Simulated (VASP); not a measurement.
A run of VASP 6.6.1 is set up as follows.

Contents of INCAR:

```
  PREC = Accurate
  ENCUT = 600
  EDIFF = 1E-6
  ISMEAR = -1
  SIGMA = 0.15
  LREAL = F
  LASPH = T
  NELM = 200
  ALGO = Normal
  ISIF = 2
  LWAVE = F
  LCHARG = F
  ISPIN = 2
  MAGMOM = 1.8 1.8 1.8 1.8 1.8 1.8
  LORBIT = 11
  LMAXMIX = 4
  NBANDS = 40
  GGA_COMPAT = F
```

Contents of KPOINTS:

```
Automatic mesh
0
Gamma
  6 6 6
```

File POSCAR:

```
Co
1.0
    0.0000000000      3.3412370267      3.3412370267
    3.3412370267      0.0000000000      3.3412370267
    3.3412370267      3.3412370267      0.0000000000
Co
6
Direct
    0.2500000000      0.2500000000      0.2500000000
    0.0000000000      0.0000000000      0.0000000000
    0.6250000000      0.6250000000      0.1250000000
    0.6250000000      0.1250000000      0.6250000000
    0.1250000000      0.6250000000      0.6250000000
    0.6250000000      0.6250000000      0.6250000000
```

Potentials or basis: VASP PAW LDA potentials, release 64 (Co).

The run is started by

```bash
$ cat potpaw_LDA.64/Co/POTCAR > POTCAR
$ mpirun -np 1 vasp_std > vasp.out
```

Question: Predict the site moments.

Answer: Co +1.78, +1.62 μB.

Question: Estimate the net moment.

Answer: 9.94 μB per cell.

Question: Predict the pressure.

Answer: -27.1 GPa.
